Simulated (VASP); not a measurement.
Here is a VASP 6.6.1 calculation.

POSCAR

```
ZnS
1.0
    3.8109987816      0.0000000000      0.0000000000
   -1.9054993908      3.3004217586      0.0000000000
    0.0000000000      0.0000000000      6.2340000000
Zn S
2 2
Direct
    0.3333333333      0.6666666667      0.0000000000
    0.6666666667      0.3333333333      0.5000000000
    0.3106089649      0.6212179298      0.3850000000
    0.6666666667      0.3333333333      0.8850000000
```

Contents of INCAR.step1:

```
PREC     = Accurate       # precision mode
ENCUT    = 520            # plane-wave cutoff, eV
ISMEAR   = 0              # smearing method
SIGMA    = 0.05           # smearing width, eV
LREAL    = F              # projectors in reciprocal space
LASPH    = T              # aspherical terms in the spheres
NELM     = 60             # most SCF steps
NBANDS   = 26             # bands
GGA      = PE             # functional
ALGO     = Normal         # electronic algorithm
EDIFF    = 1E-4           # SCF threshold, eV
LWAVE    = T              # write WAVECAR
LCHARG   = F              # write CHGCAR
```

Contents of INCAR.step2:

```
PREC     = Accurate       # precision mode
ENCUT    = 520            # plane-wave cutoff, eV
EDIFF    = 1E-7           # SCF threshold, eV
ISMEAR   = 0              # smearing method
SIGMA    = 0.05           # smearing width, eV
LREAL    = F              # projectors in reciprocal space
LASPH    = T              # aspherical terms in the spheres
NELM     = 60             # most SCF steps
ALGO     = Normal         # electronic algorithm
ISIF     = 2              # what is computed and relaxed
LWAVE    = F              # write WAVECAR
LCHARG   = F              # write CHGCAR
METAGGA  = R2SCAN         # meta-GGA
LMIXTAU  = T            
NBANDS   = 26             # bands
ISTART   = 1
```

File KPOINTS:

```
Automatic mesh
0
Gamma
  6 6 4
```

Potentials or basis: VASP PAW PBE potentials, release 64 (Zn, S).

Command:

```bash
$ cat potpaw_PBE.64/Zn/POTCAR potpaw_PBE.64/S/POTCAR > POTCAR
$ cp INCAR.step1 INCAR
$ mpirun -np 1 vasp_std > vasp.out
$ cp INCAR.step2 INCAR
$ mpirun -np 1 vasp_std > vasp.out
```

Problem. What does it give for the largest force?

Solution. 0.993 eV/Å.

Problem. What does it give for the band gap on the k mesh?

Solution. 2.79 eV, direct.

Problem. Predict the pressure.

Solution. 0.6 GPa.

Forces in eV/Å, atoms in the order of the input:
```
Zn   0.000 -0.051  0.330
Zn   0.000 -0.752  0.434
S    0.000  0.884 -0.452
S    0.000 -0.082 -0.311
```

Caveat: the cell differs from its parent crystal (atom 3 (S) moved by (+0.000, -0.150) A along x and y); the PAW data sets were made with another functional, which shifts forces and pressure a little.
